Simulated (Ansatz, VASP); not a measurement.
# Hg: VASP beside Ansatz

```
CELL_PARAMETERS angstrom
-2.06969 2.06969 1.80226
2.06969 -2.06969 1.80226
2.06969 2.06969 -1.80226
ATOMIC_POSITIONS crystal
Hg 0.00000 0.00000 0.00000
```

Alike in both runs: task single point; functional PBE; k mesh 4 × 4 × 4; occupations gaussian, width 0.42 eV; no spin polarisation.

```csv
,VASP,Ansatz
version,VASP 6.6.1,Ansatz 0.2.0
potentials or method,"VASP PAW PBE potentials, release 64 (Hg), cutoff 520 eV","scalar-relativistic, plane waves, PAW"
valence electrons in the cell,12,20
```

|  | VASP | Ansatz | Ansatz less VASP |
| --- | --- | --- | --- |
| gap on the k mesh at the Fermi level (eV) | none | none | - |
| pressure (GPa) | -0.1 | -0.1 | -0.05 |
| traceless stress, the component that is largest in VASP (GPa) | -0.53 | -0.53 | -0.001 |

A gap of «none» marks a metal or a gap that the smearing closes. VASP's potentials hold 12 valence electrons a cell and Ansatz's 20, so a difference there can come from the potentials and not from the codes.

The k mesh is coarse, so the values compare programs but aren't converged. Neither program's run includes spin-orbit coupling.
